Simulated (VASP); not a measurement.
# Bi2Se3 (R-3m) in VASP: a series of runs

The runs below take Bi2Se3 through single point, with LDA.

Everything below comes from runs of VASP 6.6.1. Logs are shortened: lines on timing, memory, paths and dates and some standing lists are left out, and cuts for length are marked.

### Step 1. The cell of the first run

Symmetry: R-3m, No. 166, trigonal system. Conventional cell: a = 4.059 Å, b = 4.059 Å, c = 27.352 Å, α = 90.00°, β = 90.00°, γ = 120.00°. Within 3.7 Å of Bi (site symmetry 3m) lie 6 Se at 2.82 to 3.01 Å. Within 4.2 Å of Se (site symmetry -3m) lie 6 Bi at 3.01 Å and 12 Se at 4.06 to 4.17 Å. Se (site symmetry 3m) has 3 Bi at 2.82 Å and 3 Se at 3.22 Å within 3.7 Å.

### Step 2. Single point, LDA (26.02 Å³/atom)

File INCAR:

```
SYSTEM = Bi2Se3
PREC = Accurate ; ENCUT = 520
EDIFF = 1E-6 ; ISMEAR = 0
SIGMA = 0.05 ; LREAL = .False.
LASPH = .True. ; NELM = 80
ALGO = Normal ; ISIF = 2
LWAVE = .False. ; LCHARG = .False.
GGA = CA ; NBANDS = 32
```

File KPOINTS:

```
regular mesh
0
Gamma
  6 6 6
  0 0 0
```

File POSCAR:

```
Bi2Se3
1.0
    2.0295186670      1.1717431489      9.1173267950
   -2.0295186670      1.1717431489      9.1173267950
    0.0000000000     -2.3434862972      9.1173267951
Bi Se
2 3
Direct
    0.4021116988      0.4021116988      0.4021116988
    0.5978883012      0.5978883012      0.5978883012
    0.0000000000      0.0000000000      0.0000000000
    0.2070229099      0.2070229099      0.2070229099
    0.7929770901      0.7929770901      0.7929770901
```

Potentials or basis: VASP PAW LDA potentials, release 64 (Bi_d, Se).

On the command line:

```
$ cat potpaw_LDA.64/Bi_d/POTCAR potpaw_LDA.64/Se/POTCAR > POTCAR
$ mpirun -np 1 vasp_std > vasp.out
```

OUTCAR:

```text
SYSTEM = Bi2Se3
   PREC = Accurate
   ENCUT = 520
   EDIFF = 1E-6
   ISMEAR = 0
   LREAL = .False.
   LASPH = .True.
   NELM = 80
   ISIF = 2
   GGA = CA

 ion  position               nearest neighbor table
   1  0.402  0.402  0.402-   5 2.82   5 2.82   5 2.82   3 3.01   3 3.01   3 3.01
   2  0.598  0.598  0.598-   4 2.82   4 2.82   4 2.82   3 3.01   3 3.01   3 3.01
   3  0.000  0.000  0.000-   2 3.01   1 3.01   2 3.01   2 3.01   1 3.01   1 3.01
   4  0.207  0.207  0.207-   2 2.82   2 2.82   2 2.82
   5  0.793  0.793  0.793-   1 2.82   1 2.82   1 2.82

  LATTYP: Found a trigonal (rhomboedric) cell.
 ALAT       =     9.4136908762
 COS(alpha) =     0.9070399754

  Lattice vectors:

 A1 = (   2.0295186670,   1.1717431489,   9.1173267950)
 A2 = (  -2.0295186670,   1.1717431489,   9.1173267950)
 A3 = (   0.0000000000,  -2.3434862972,   9.1173267951)

Analysis of symmetry for initial positions (statically):
=====================================================================
 Subroutine PRICEL returns:
 Original cell was already a primitive cell.

 Routine SETGRP: Setting up the symmetry group for a
 trigonal (rhombohedral) supercell.

 Subroutine GETGRP returns: Found 12 space group operations
 (whereof 12 operations were pure point group operations)
 out of a pool of 12 trial point group operations.

The static configuration has the point symmetry D_3d.

Analysis of symmetry for dynamics (positions and initial velocities):
=====================================================================
 Subroutine PRICEL returns:
 Original cell was already a primitive cell.

 Routine SETGRP: Setting up the symmetry group for a
 trigonal (rhombohedral) supercell.

 Subroutine GETGRP returns: Found 12 space group operations
 (whereof 12 operations were pure point group operations)
 out of a pool of 12 trial point group operations.

The dynamic configuration has the point symmetry D_3d.

 Subroutine INISYM returns: Found 12 space group operations
 (whereof 12 operations are pure point group operations),
 and found     1 'primitive' translations

----------------------------------------------------------------------------------------

                                     Primitive cell

  volume of cell :     130.0901

  direct lattice vectors                    reciprocal lattice vectors
     2.029518667  1.171743149  9.117326795     0.246363834  0.142238226  0.036560424
    -2.029518667  1.171743149  9.117326795    -0.246363834  0.142238226  0.036560424
     0.000000000 -2.343486297  9.117326795     0.000000000 -0.284476452  0.036560424

  length of vectors
     9.413690876  9.413690876  9.413690876     0.286816171  0.286816171  0.286816171

  position of ions in fractional coordinates (direct lattice)
     0.402111699  0.402111699  0.402111699
     0.597888301  0.597888301  0.597888301
     0.000000000  0.000000000  0.000000000
     0.207022910  0.207022910  0.207022910
     0.792977090  0.792977090  0.792977090

  ion indices of the primitive-cell ions
   primitive index   ion index
                 1           1
                 2           2
                 3           3
                 4           4
                 5           5

----------------------------------------------------------------------------------------

 KPOINTS: regular mesh

Automatic generation of k-mesh.
 Grid dimensions read from file:
 generate k-points for:    6    6    6

 Generating k-lattice:

  Cartesian coordinates                     Fractional coordinates (reciprocal lattice)
     0.041060639  0.023706371  0.006093404     0.166666667  0.000000000 -0.000000000
    -0.041060639  0.023706371  0.006093404     0.000000000  0.166666667 -0.000000000
     0.000000000 -0.047412742  0.006093404    -0.000000000 -0.000000000  0.166666667

  Length of vectors
     0.047802695  0.047802695  0.047802695

  Shift w.r.t. Gamma in fractional coordinates (k-lattice)
     0.000000000  0.000000000  0.000000000

 Subroutine IBZKPT returns following result:
 ===========================================

 Found     32 irreducible k-points:

 Following reciprocal coordinates:
            Coordinates               Weight
  0.000000  0.000000  0.000000      1.000000
  0.166667 -0.000000 -0.000000      6.000000
  0.333333 -0.000000  0.000000      6.000000
  0.500000  0.000000  0.000000      3.000000
  0.166667  0.166667 -0.000000      6.000000
  0.333333  0.166667 -0.000000     12.000000
[... 16 lines left out ...]
  0.500000  0.500000  0.166667      6.000000
 -0.333333  0.500000  0.166667     12.000000
 [... further k-points ...]
   k-points           NKPTS =     32   k-points in BZ     NKDIM =     32   number of bands    NBANDS=     32
   number of dos      NEDOS =    301   number of ions     NIONS =      5
   total plane-waves  NPLWV = 343000
   dimension x,y,z NGX =    70 NGY =   70 NGZ =   70
   dimension x,y,z NGXF=   140 NGYF=  140 NGZF=  140
   ions per type =               2   3
   NGX,Y,Z   is equivalent  to a cutoff of  12.36, 12.36, 12.36 a.u.
   NGXF,Y,Z  is equivalent  to a cutoff of  24.72, 24.72, 24.72 a.u.
 SYSTEM =  Bi2Se3
   PREC   = accura    normal or accurate (medium, high low for compatibility)
   ISTART =      0    job   : 0-new  1-cont  2-samecut
   ICHARG =      2    charge: 1-file 2-atom 10-const
   ISPIN  =      1    spin polarized calculation?
   LNONCOLLINEAR =      F non collinear calculations
   LSORBIT =      F    spin-orbit coupling
   LASPH  =      T    aspherical Exc in radial PAW
   ENCUT  =  520.0 eV  38.22 Ry    6.18 a.u.  17.50 17.50 17.50*2*pi/ulx,y,z
   NELM   =     80;   NELMIN=  2; NELMDL= -5     # of ELM steps
   EDIFF  = 0.1E-05   stopping-criterion for ELM
   LREAL  =      F    real-space projection
   EDIFFG = 0.1E-04   stopping-criterion for IOM
   NSW    =      0    number of steps for IOM
   IBRION =     -1    ionic relax: 0-MD 1-quasi-New 2-CG
   NFREE  =      0    steps in history (QN), initial steepest desc. (CG)
   ISIF   =      2    stress and relaxation
   ISYM   =      2    0-nonsym 1-usesym 2-fastsym
   POTIM  = 0.5000    time-step for ionic-motion
   TEBEG  =    0.0;   TEEND  =   0.0 temperature during run
   PSTRESS=    0.0 pullay stress
   NELECT =      48.0000    total number of electrons
   NUPDOWN=      -1.0000    fix difference up-down
   EMIN   =  10.00;   EMAX   =-10.00  energy-range for DOS
   EFERMI =   0.00;   METHOD = LEGACY
   ISMEAR =     0;   SIGMA  =   0.05  broadening in eV -4-tet -1-fermi 0-gaus
   EFERMI_NEDOS =   21; number of points for ismear=-14 and -15
   IALGO  =     38    algorithm
   IMIX   =      4    mixing-type and parameters
     AMIX     =   0.40;   BMIX     =  1.00
     AMIX_MAG =   1.60;   BMIX_MAG =  1.00
  volume/ion in A,a.u.               =      26.02       175.58
  Fermi-wavevector in a.u.,A,eV,Ry     =   1.174196  2.218908 18.758837  1.378736
  Thomas-Fermi vector in A             =   2.310597
   LORBIT       =      0    0 simple, 1 ext, 2 COOP (PROOUT), +10 PAW based schemes
   GGA     = CA    functional components
   LHFCALC =     F    Hartree Fock is set to
   AEXX    =    0.0000 exact exchange contribution
   IVDW    =     0    specifies the selected vdW correction
   LEPSILON=     F    determine dielectric tensor
   LRPA    =     F    only Hartree local field effects (RPA)
 non-spin polarized calculation
 Gauss-broadening in eV      SIGMA  =   0.05
  energy-cutoff  :      520.00
  volume of cell :      130.09
 maximum number of plane-waves:      3527
   NGX = 35   NGY = 35   NGZ = 35

 number of electron      47.9999997 magnetization

 Free energy of the ion-electron system (eV)
  ---------------------------------------------------
  ext. energy  EPLUGINS =         0.00000000
  ---------------------------------------------------
  free energy    TOTEN  =       -23.39337061 eV

  energy without entropy =      -23.39328378  energy(sigma->0) =      -23.39332720

 E-fermi :   6.0511     XC(G=0): -10.2183

 val. band max:        5.9985917229   @ k =   0.0000   0.0000   0.0000
 cond. band min:       6.1035340609   @ k =   0.0000   0.0000   0.0000
 fundamental gap:      0.1049423381
 Fermi energy:         6.0510628924

 k-point     1 :       0.0000    0.0000    0.0000
  band No.  band energies     occupation
      1     -17.1991      2.00000
      2     -17.1991      2.00000
      3     -17.1962      2.00000
      4     -17.1962      2.00000
      5     -17.1764      2.00000
      6     -17.1727      2.00000
[... 24 lines left out ...]
     31      11.5010      0.00000
     32      12.4812      0.00000

 k-point     2 :       0.1667   -0.0000   -0.0000
  band No.  band energies     occupation
      1     -17.2050      2.00000
      2     -17.2008      2.00000
      3     -17.1919      2.00000
      4     -17.1890      2.00000
      5     -17.1734      2.00000
      6     -17.1700      2.00000
[... 24 lines left out ...]
     31      10.6066      0.00000
     32      11.6620      0.00000

 k-point     3 :       0.3333   -0.0000    0.0000
  band No.  band energies     occupation
      1     -17.2192      2.00000
      2     -17.2121      2.00000
      3     -17.1829      2.00000
      4     -17.1806      2.00000
      5     -17.1787      2.00000
      6     -17.1746      2.00000
[... 24 lines left out ...]
     31      10.5422      0.00000
     32      12.0892      0.00000

 k-point     4 :       0.5000    0.0000    0.0000
  band No.  band energies     occupation
      1     -17.2271      2.00000
      2     -17.2183      2.00000
      3     -17.1842      2.00000
      4     -17.1821      2.00000
      5     -17.1777      2.00000
      6     -17.1761      2.00000
[... 654 lines left out ...]
     31      10.4550      0.00000
     32      12.7441      0.00000

 k-point    23 :       0.5000    0.5000    0.1667
  band No.  band energies     occupation
      1     -17.2189      2.00000
      2     -17.2123      2.00000
      3     -17.1830      2.00000
      4     -17.1806      2.00000
      5     -17.1786      2.00000
      6     -17.1748      2.00000
[... 24 lines left out ...]
     31      10.4481      0.00000
     32      11.8888      0.00000

 k-point    24 :      -0.3333    0.5000    0.1667
  band No.  band energies     occupation
      1     -17.2176      2.00000
      2     -17.2114      2.00000
      3     -17.1886      2.00000
      4     -17.1816      2.00000
      5     -17.1782      2.00000
      6     -17.1735      2.00000
[... 24 lines left out ...]
     31      11.0965      0.00000
     32      12.3170      0.00000

 [... further k-points ...]

------------------------ aborting loop because EDIFF is reached ----------------------------------------

  FORCE on cell =-STRESS in cart. coord.  units (eV):
  Direction    XX          YY          ZZ          XY          YZ          ZX
  --------------------------------------------------------------------------------------
  -------------------------------------------------------------------------------------
  Total        1.9515150      1.9515150      1.9308058      0.0000000     -0.0000000      0.0000000
  in kB       24.0346734     24.0346734     23.7796218      0.0000000     -0.0000000      0.0000000
  external PRESSURE =      23.9496562 kB  Pullay stress =       0.0000000 kB

 VOLUME and BASIS-vectors are now :
 -----------------------------------------------------------------------------
  energy-cutoff  :      520.00
  volume of cell :      130.09
      direct lattice vectors                 reciprocal lattice vectors
     2.029518667  1.171743149  9.117326795     0.246363834  0.142238226  0.036560424
    -2.029518667  1.171743149  9.117326795    -0.246363834  0.142238226  0.036560424
     0.000000000 -2.343486297  9.117326795     0.000000000 -0.284476452  0.036560424

 POSITION                                       TOTAL-FORCE (eV/Angst)
 -----------------------------------------------------------------------------------
      0.00000      0.00000     10.99855         0.000000     -0.000000     -0.020054
      0.00000      0.00000     16.35343         0.000000      0.000000      0.020054
      0.00000      0.00000      0.00000         0.000000     -0.000000     -0.000000
      0.00000      0.00000      5.66249         0.000000     -0.000000     -0.033410
      0.00000      0.00000     21.68949         0.000000      0.000000      0.033410
 -----------------------------------------------------------------------------------
    total drift:                                0.000000      0.000000      0.000000

  FREE ENERGIE OF THE ION-ELECTRON SYSTEM (eV)
  ---------------------------------------------------
  free  energy   TOTEN  =       -23.3933706129 eV

  energy  without entropy=      -23.3932837794  energy(sigma->0) =      -23.39332720
```

Wall time 6.4 min (1 thread of AMD EPYC 9R45 (Zen 5), shared host); peak memory 0.47 GiB.

Results:

```
Free energy            : -23.3934 eV
Pressure               : 2.4 GPa
Largest force          : 0.033 eV/Å
Band gap on the k mesh : 0.10 eV
```

Forces in eV/Å, atoms in the order of the input:
```
Bi   0.000  0.000 -0.020
Bi   0.000  0.000  0.020
Se   0.000  0.000  0.000
Se   0.000  0.000 -0.033
Se   0.000  0.000  0.033
```

Caveat: spin-orbit coupling is left out, which moves the levels of the heavy elements. A k mesh can miss the band edges.

### Step 3. Single point, LDA (26.56 Å³/atom)

This run uses another cell than the first one, of 26.56 Å³/atom.

File INCAR:

```
  PREC = Accurate
  ENCUT = 520
  EDIFF = 1E-6
  ISMEAR = 0
  SIGMA = 0.05
  LREAL = False
  LASPH = True
  NELM = 80
  ALGO = Normal
  ISIF = 2
  LWAVE = False
  LCHARG = False
  NBANDS = 32
```

File KPOINTS:

```
Automatic mesh
0
Gamma
  6 6 6
```

File POSCAR:

```
Bi2Se3
1.0
    2.0408592927      1.1782906622      9.2041213972
   -2.0408592927      1.1782906622      9.2041213972
    0.0000000000     -2.3565813239      9.2041213972
Bi Se
2 3
Direct
    0.4017534149      0.4017534149      0.4017534149
    0.5982465851      0.5982465851      0.5982465851
    0.0000000000      0.0000000000      0.0000000000
    0.2080436406      0.2080436406      0.2080436406
    0.7919563594      0.7919563594      0.7919563594
```

Potentials or basis: VASP PAW LDA potentials, release 64 (Bi_d, Se).

On the command line:

```
$ cat potpaw_LDA.64/Bi_d/POTCAR potpaw_LDA.64/Se/POTCAR > POTCAR
$ mpirun -np 1 vasp_std > vasp.out
```

Wall time 6.6 min (1 thread of AMD EPYC 9R45 (Zen 5), shared host); peak memory 0.56 GiB.

The run converged. Its results:

| Quantity | Value |
| --- | --- |
| Free energy | -23.4226 eV |
| Pressure | 1.2 GPa |
| Largest force | 0.033 eV/Å |
| Band gap on the k mesh | 0.07 eV |

Forces in eV/Å, atoms in the order of the input:
```
Bi   0.000  0.000 -0.020
Bi   0.000  0.000  0.020
Se   0.000  0.000  0.000
Se   0.000  0.000 -0.033
Se   0.000  0.000  0.033
```

Levels at points of the mesh, in eV from the valence-band top:
| k point | band 22 | band 23 | band 24 | band 25 | band 26 | band 27 |
| --- | --- | --- | --- | --- | --- | --- |
| (0.00, 0.00, 0.00) | -1.34 | -1.34 | 0.00 | 0.07 | 1.11 | 1.11 |
| (0.50, 0.00, 0.00) | -2.64 | -1.32 | -0.49 | 0.60 | 1.56 | 2.84 |
| (0.50, 0.50, 0.00) | -2.05 | -2.02 | -0.98 | 1.10 | 1.86 | 2.53 |
| (0.50, 0.50, 0.50) | -1.67 | -1.67 | -0.67 | 0.74 | 1.59 | 1.59 |

Caveat: spin-orbit coupling is left out, which moves the levels of the heavy elements.
